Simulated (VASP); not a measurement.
Ag, 1 atom in the cell. Symmetry: Fm-3m, No. 225, cubic system. Conventional cell: a = 4.053 Å, b = 4.053 Å, c = 4.053 Å, α = 90.00°, β = 90.00°, γ = 90.00°. Ag (site symmetry m-3m) has 12 Ag at 2.87 Å within 3.8 Å. 

| Item | Value |
| --- | --- |
| Program | VASP 6.6.1 |
| Task | vibrations by perturbation theory |
| Functional | PBEsol |
| Potentials or basis | VASP PAW PBE potentials, release 64 (Ag) |
| Cutoff | 520 eV |
| k mesh | 24 × 24 × 24 |
| Occupations | gaussian, width 0.1 eV |
| Spin | no spin polarisation |
| Dipole correction | no |
| Further INCAR settings | ALGO = Fast; EDIFF = 1e-08; IBRION = 8; NSW = 1 |

Potentials or basis: VASP PAW PBE potentials, release 64 (Ag).

Run with:

```bash
$ cat potpaw_PBE.64/Ag/POTCAR > POTCAR
$ mpirun -np 1 vasp_std > vasp.out
```

Hardware: 1 thread of Intel(R) Xeon(R) 6975P-C (Granite Rapids) (shared host).

Q: Estimate the wall time of this run.

A: It took 96 s on 1 thread of Intel(R) Xeon(R) 6975P-C (Granite Rapids), with other jobs on the host, peak memory 0.45 GiB. Counts: scf iterations 27, k points 413.
